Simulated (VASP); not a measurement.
# Zr4GePd (P4/mmm) in VASP: single point with PBE

Aim: the single point of Zr4GePd with PBE.

All numbers are computed with VASP 6.6.1; they aren't measurements. Logs are shortened: lines on timing, memory, paths and dates and some standing lists are left out, and cuts for length are marked.

## (1) The cell of the first run

The structure is tetragonal, space group P4/mmm (No. 123). Conventional cell: a = 4.640 Å, b = 4.640 Å, c = 5.318 Å, α = 90.00°, β = 90.00°, γ = 90.00°. Zr (site symmetry m2m) has 1 Ge at 1.74 Å and 2 Zr at 2.18 Å within 2.3 Å. Ge (site symmetry 4/mmm) has 4 Zr at 1.74 Å within 2.3 Å. Pd (site symmetry 4/mmm) has 2 Ge at 2.66 Å and 8 Zr at 3.18 Å within 3.5 Å.

The cell was generated, and may not be a known phase.

## (2) Single point, PBE

File INCAR:

```
SYSTEM = Zr4GePd
PREC = Accurate
ENCUT = 520
EDIFF = 1E-6
ISMEAR = 0
SIGMA = 0.1
LREAL = .FALSE.
LASPH = .TRUE.
NELM = 80
ALGO = Normal
ISIF = 2
LWAVE = .FALSE.
LCHARG = .FALSE.
GGA = PE
NBANDS = 45
```

File KPOINTS:

```
regular mesh
0
G
  4 4 4
  0 0 0
```

File POSCAR:

```
Zr4GePd
1.0
    4.6403103400      0.0000000000      0.0000000000
    0.0000000000      4.6403103400      0.0000000000
    0.0000000000      0.0000000000      5.3176787000
Zr Ge Pd
4 1 1
Direct
    0.2647062800      0.2647062800      0.5000000000
    0.7352937200      0.7352937200      0.5000000000
    0.7352937200      0.2647062800      0.5000000000
    0.2647062800      0.7352937200      0.5000000000
    0.0000000000      0.0000000000      0.5000000000
    0.0000000000      0.0000000000      0.0000000000
```

Potentials or basis: VASP PAW PBE potentials, release 64 (Zr_sv, Ge_d, Pd).

Command:

```bash
> cat potpaw_PBE.64/Zr_sv/POTCAR potpaw_PBE.64/Ge_d/POTCAR potpaw_PBE.64/Pd/POTCAR > POTCAR
> mpirun -np 1 vasp_std > vasp.out
```

OUTCAR:

```text
SYSTEM = Zr4GePd
   PREC = Accurate
   ENCUT = 520
   EDIFF = 1E-6
   ISMEAR = 0
   LREAL = .FALSE.
   LASPH = .TRUE.
   NELM = 80
   ISIF = 2
   GGA = PE

 ion  position               nearest neighbor table
   1  0.265  0.265  0.500-   5 1.74   4 2.18   3 2.18   4 2.46   3 2.46   2 3.09   6 3.18   6 3.18
                             2 3.29   2 3.29   2 3.47
   2  0.735  0.735  0.500-   5 1.74   4 2.18   3 2.18   3 2.46   4 2.46   1 3.09   6 3.18   6 3.18
                             1 3.29   1 3.29   1 3.47
   3  0.735  0.265  0.500-   5 1.74   2 2.18   1 2.18   1 2.46   2 2.46   4 3.09   6 3.18   6 3.18
                             4 3.29   4 3.29   4 3.47
   4  0.265  0.735  0.500-   5 1.74   2 2.18   1 2.18   1 2.46   2 2.46   3 3.09   6 3.18   6 3.18
                             3 3.29   3 3.29   3 3.47
   5  0.000  0.000  0.500-   1 1.74   2 1.74   3 1.74   4 1.74   6 2.66   6 2.66
   6  0.000  0.000  0.000-   5 2.66   5 2.66   3 3.18   4 3.18   1 3.18   1 3.18   2 3.18   3 3.18
                             4 3.18   2 3.18

  LATTYP: Found a simple tetragonal cell.
 ALAT       =     4.6403103400
 C/A-ratio  =     1.1459747970

  Lattice vectors:

 A1 = (   4.6403103400,   0.0000000000,   0.0000000000)
 A2 = (   0.0000000000,   4.6403103400,   0.0000000000)
 A3 = (   0.0000000000,   0.0000000000,   5.3176787000)

Analysis of symmetry for initial positions (statically):
=====================================================================
 Subroutine PRICEL returns:
 Original cell was already a primitive cell.

 Routine SETGRP: Setting up the symmetry group for a
 simple tetragonal supercell.

 Subroutine GETGRP returns: Found 16 space group operations
 (whereof 16 operations were pure point group operations)
 out of a pool of 16 trial point group operations.

The static configuration has the point symmetry D_4h.

Analysis of symmetry for dynamics (positions and initial velocities):
=====================================================================
 Subroutine PRICEL returns:
 Original cell was already a primitive cell.

 Routine SETGRP: Setting up the symmetry group for a
 simple tetragonal supercell.

 Subroutine GETGRP returns: Found 16 space group operations
 (whereof 16 operations were pure point group operations)
 out of a pool of 16 trial point group operations.

The dynamic configuration has the point symmetry D_4h.

 Subroutine INISYM returns: Found 16 space group operations
 (whereof 16 operations are pure point group operations),
 and found     1 'primitive' translations

----------------------------------------------------------------------------------------

                                     Primitive cell

  volume of cell :     114.5028

  direct lattice vectors                    reciprocal lattice vectors
     4.640310340  0.000000000  0.000000000     0.215502828  0.000000000  0.000000000
     0.000000000  4.640310340  0.000000000     0.000000000  0.215502828  0.000000000
     0.000000000  0.000000000  5.317678700     0.000000000  0.000000000  0.188051978

  length of vectors
     4.640310340  4.640310340  5.317678700     0.215502828  0.215502828  0.188051978

  position of ions in fractional coordinates (direct lattice)
     0.264706280  0.264706280  0.500000000
     0.735293720  0.735293720  0.500000000
     0.735293720  0.264706280  0.500000000
     0.264706280  0.735293720  0.500000000
     0.000000000  0.000000000  0.500000000
     0.000000000  0.000000000  0.000000000

  ion indices of the primitive-cell ions
   primitive index   ion index
                 1           1
                 2           2
                 3           3
                 4           4
                 5           5
                 6           6

----------------------------------------------------------------------------------------

 KPOINTS: regular mesh

Automatic generation of k-mesh.
 Grid dimensions read from file:
 generate k-points for:    4    4    4

 Generating k-lattice:

  Cartesian coordinates                     Fractional coordinates (reciprocal lattice)
     0.053875707  0.000000000  0.000000000     0.250000000  0.000000000  0.000000000
     0.000000000  0.053875707  0.000000000     0.000000000  0.250000000  0.000000000
     0.000000000  0.000000000  0.047012995     0.000000000  0.000000000  0.250000000

  Length of vectors
     0.053875707  0.053875707  0.047012995

  Shift w.r.t. Gamma in fractional coordinates (k-lattice)
     0.000000000  0.000000000  0.000000000

 Subroutine IBZKPT returns following result:
 ===========================================

 Found     18 irreducible k-points:

 Following reciprocal coordinates:
            Coordinates               Weight
  0.000000  0.000000  0.000000      1.000000
  0.250000  0.000000  0.000000      4.000000
  0.500000  0.000000  0.000000      2.000000
  0.250000  0.250000  0.000000      4.000000
  0.500000  0.250000  0.000000      4.000000
  0.500000  0.500000  0.000000      1.000000
[... 10 lines left out ...]
  0.500000  0.250000  0.500000      4.000000
  0.500000  0.500000  0.500000      1.000000
   k-points           NKPTS =     18   k-points in BZ     NKDIM =     18   number of bands    NBANDS=     45
   number of dos      NEDOS =    301   number of ions     NIONS =      6
   total plane-waves  NPLWV =  51840
   dimension x,y,z NGX =    36 NGY =   36 NGZ =   40
   dimension x,y,z NGXF=    72 NGYF=   72 NGZF=   80
   ions per type =               4   1   1
   NGX,Y,Z   is equivalent  to a cutoff of  12.90, 12.90, 12.51 a.u.
   NGXF,Y,Z  is equivalent  to a cutoff of  25.80, 25.80, 25.01 a.u.
 SYSTEM =  Zr4GePd
   PREC   = accura    normal or accurate (medium, high low for compatibility)
   ISTART =      0    job   : 0-new  1-cont  2-samecut
   ICHARG =      2    charge: 1-file 2-atom 10-const
   ISPIN  =      1    spin polarized calculation?
   LNONCOLLINEAR =      F non collinear calculations
   LSORBIT =      F    spin-orbit coupling
   LASPH  =      T    aspherical Exc in radial PAW
   ENCUT  =  520.0 eV  38.22 Ry    6.18 a.u.   8.63  8.63  9.89*2*pi/ulx,y,z
   NELM   =     80;   NELMIN=  2; NELMDL= -5     # of ELM steps
   EDIFF  = 0.1E-05   stopping-criterion for ELM
   LREAL  =      F    real-space projection
   EDIFFG = 0.1E-04   stopping-criterion for IOM
   NSW    =      0    number of steps for IOM
   IBRION =     -1    ionic relax: 0-MD 1-quasi-New 2-CG
   NFREE  =      0    steps in history (QN), initial steepest desc. (CG)
   ISIF   =      2    stress and relaxation
   ISYM   =      2    0-nonsym 1-usesym 2-fastsym
   POTIM  = 0.5000    time-step for ionic-motion
   TEBEG  =    0.0;   TEEND  =   0.0 temperature during run
   PSTRESS=    0.0 pullay stress
   NELECT =      72.0000    total number of electrons
   NUPDOWN=      -1.0000    fix difference up-down
   EMIN   =  10.00;   EMAX   =-10.00  energy-range for DOS
   EFERMI =   0.00;   METHOD = LEGACY
   ISMEAR =     0;   SIGMA  =   0.10  broadening in eV -4-tet -1-fermi 0-gaus
   EFERMI_NEDOS =   21; number of points for ismear=-14 and -15
   IALGO  =     38    algorithm
   IMIX   =      4    mixing-type and parameters
     AMIX     =   0.40;   BMIX     =  1.00
     AMIX_MAG =   1.60;   BMIX_MAG =  1.00
  volume/ion in A,a.u.               =      19.08       128.78
  Fermi-wavevector in a.u.,A,eV,Ry     =   1.402535  2.650406 26.764069  1.967104
  Thomas-Fermi vector in A             =   2.525287
   LORBIT       =      0    0 simple, 1 ext, 2 COOP (PROOUT), +10 PAW based schemes
   GGA     = PE    functional components
   LHFCALC =     F    Hartree Fock is set to
   AEXX    =    0.0000 exact exchange contribution
   IVDW    =     0    specifies the selected vdW correction
   LEPSILON=     F    determine dielectric tensor
   LRPA    =     F    only Hartree local field effects (RPA)
 non-spin polarized calculation
 Gauss-broadening in eV      SIGMA  =   0.10
  energy-cutoff  :      520.00
  volume of cell :      114.50
 maximum number of plane-waves:      3124
 NGX is ok and might be reduce to    36
   NGX = 17   NGY = 17   NGZ = 19

 number of electron      72.0000008 magnetization

 Free energy of the ion-electron system (eV)
  ---------------------------------------------------
  ext. energy  EPLUGINS =         0.00000000
  ---------------------------------------------------
  free energy    TOTEN  =        10.47258720 eV

  energy without entropy =       10.48803389  energy(sigma->0) =       10.48031054

 E-fermi :   8.5901     XC(G=0): -10.8921

 val. band max:        8.5324313953   @ k =   0.2500   0.0000   0.2500
 cond. band min:       8.6436264723   @ k =   0.5000   0.2500   0.2500
 fundamental gap:      0.1111950770
 Fermi energy:         8.5901428563

 k-point     1 :       0.0000    0.0000    0.0000
  band No.  band energies     occupation
      1     -41.3113      2.00000
      2     -39.7898      2.00000
      3     -39.7898      2.00000
      4     -38.6919      2.00000
      5     -24.3328      2.00000
      6     -22.5254      2.00000
[... 37 lines left out ...]
     44      14.5563      0.00000
     45      14.8071      0.00000

 k-point     2 :       0.2500    0.0000    0.0000
  band No.  band energies     occupation
      1     -41.1234      2.00000
      2     -40.0428      2.00000
      3     -39.6912      2.00000
      4     -38.8122      2.00000
      5     -23.8460      2.00000
      6     -22.9854      2.00000
[... 37 lines left out ...]
     44      13.9167      0.00000
     45      14.0218      0.00000

 k-point     3 :       0.5000    0.0000    0.0000
  band No.  band energies     occupation
      1     -40.7235      2.00000
      2     -40.5062      2.00000
      3     -39.5553      2.00000
      4     -38.9696      2.00000
      5     -23.3101      2.00000
      6     -23.1985      2.00000
[... 709 lines left out ...]
     44      11.4699      0.00000
     45      12.3139      0.00000

 k-point    18 :       0.5000    0.5000    0.5000
  band No.  band energies     occupation
      1     -40.4497      2.00000
      2     -39.8830      2.00000
      3     -39.8830      2.00000
      4     -39.7250      2.00000
      5     -24.1749      2.00000
      6     -21.2678      2.00000
[... 37 lines left out ...]
     44      11.3818      0.00000
     45      11.7343      0.00000

------------------------ aborting loop because EDIFF is reached ----------------------------------------

  FORCE on cell =-STRESS in cart. coord.  units (eV):
  Direction    XX          YY          ZZ          XY          YZ          ZX
  --------------------------------------------------------------------------------------
  -------------------------------------------------------------------------------------
  Total      170.0075868    170.0075868     -5.5520556      0.0000000      0.0000000     -0.0000000
  in kB     2378.8263380   2378.8263380    -77.6869809      0.0000000      0.0000000     -0.0000000
  external PRESSURE =    1559.9885650 kB  Pullay stress =       0.0000000 kB

 VOLUME and BASIS-vectors are now :
 -----------------------------------------------------------------------------
  energy-cutoff  :      520.00
  volume of cell :      114.50
      direct lattice vectors                 reciprocal lattice vectors
     4.640310340  0.000000000  0.000000000     0.215502828  0.000000000  0.000000000
     0.000000000  4.640310340  0.000000000     0.000000000  0.215502828  0.000000000
     0.000000000  0.000000000  5.317678700     0.000000000  0.000000000  0.188051978

 POSITION                                       TOTAL-FORCE (eV/Angst)
 -----------------------------------------------------------------------------------
      1.22832      1.22832      2.65884        21.079669     21.079669     -0.000000
      3.41199      3.41199      2.65884       -21.079669    -21.079669      0.000000
      3.41199      1.22832      2.65884       -21.079669     21.079669     -0.000000
      1.22832      3.41199      2.65884        21.079669    -21.079669      0.000000
      0.00000      0.00000      2.65884        -0.000000     -0.000000     -0.000000
      0.00000      0.00000      0.00000        -0.000000     -0.000000     -0.000000
 -----------------------------------------------------------------------------------
    total drift:                               -0.000000      0.000000     -0.000000

  FREE ENERGIE OF THE ION-ELECTRON SYSTEM (eV)
  ---------------------------------------------------
  free  energy   TOTEN  =        10.4725872014 eV

  energy  without entropy=       10.4880338868  energy(sigma->0) =       10.48031054
```

Wall time 54 s (1 thread of Intel Xeon 6975P-C (Granite Rapids), shared host); peak memory 0.26 GiB.

What came out:

| Item | Value |
| --- | --- |
| Free energy | 10.4726 eV |
| Pressure | 156.0 GPa |
| Largest force | 29.811 eV/Å |
| Band gap on the k mesh | zero (bands 36 and 37 overlap by 2.23 eV) |

Forces on the atoms (eV/Å):
```
Zr   21.080  21.080   0.000
Zr  -21.080 -21.080   0.000
Zr  -21.080  21.080   0.000
Zr   21.080 -21.080   0.000
Ge    0.000   0.000   0.000
Pd    0.000   0.000   0.000
```

Levels at points of the mesh, in eV from the Fermi level:
| k point | band 33 | band 34 | band 35 | band 36 | band 37 | band 38 | band 39 | band 40 |
| --- | --- | --- | --- | --- | --- | --- | --- | --- |
| (0.00, 0.00, 0.00) | -1.74 | -1.62 | -0.27 | -0.27 | 1.30 | 1.33 | 1.33 | 2.50 |
| (0.50, 0.00, 0.00) | -1.51 | -1.31 | -1.10 | -0.66 | 1.63 | 1.70 | 1.81 | 2.57 |
| (0.50, 0.50, 0.00) | -0.52 | -0.22 | -0.22 | 0.29 | 0.29 | 0.82 | 1.67 | 1.70 |
| (0.00, 0.00, 0.50) | -1.55 | -1.48 | -1.28 | -1.09 | -1.09 | 2.51 | 2.51 | 3.48 |
| (0.50, 0.00, 0.50) | -1.32 | -1.10 | -0.77 | 0.74 | 1.68 | 1.74 | 1.74 | 1.88 |
| (0.50, 0.50, 0.50) | -0.80 | -0.80 | 1.00 | 1.13 | 1.13 | 1.29 | 1.50 | 1.50 |

Caveat: atoms lie so close that the PAW spheres overlap strongly, which falsifies energies and pressures; the stress differs along the axes, from -8 to 238 GPa; forces of over 1 eV/Å act on the atoms, so gaps and moduli don't describe the material at rest.

The gap in the log of VASP goes by the Fermi energy; the results here count the filled bands.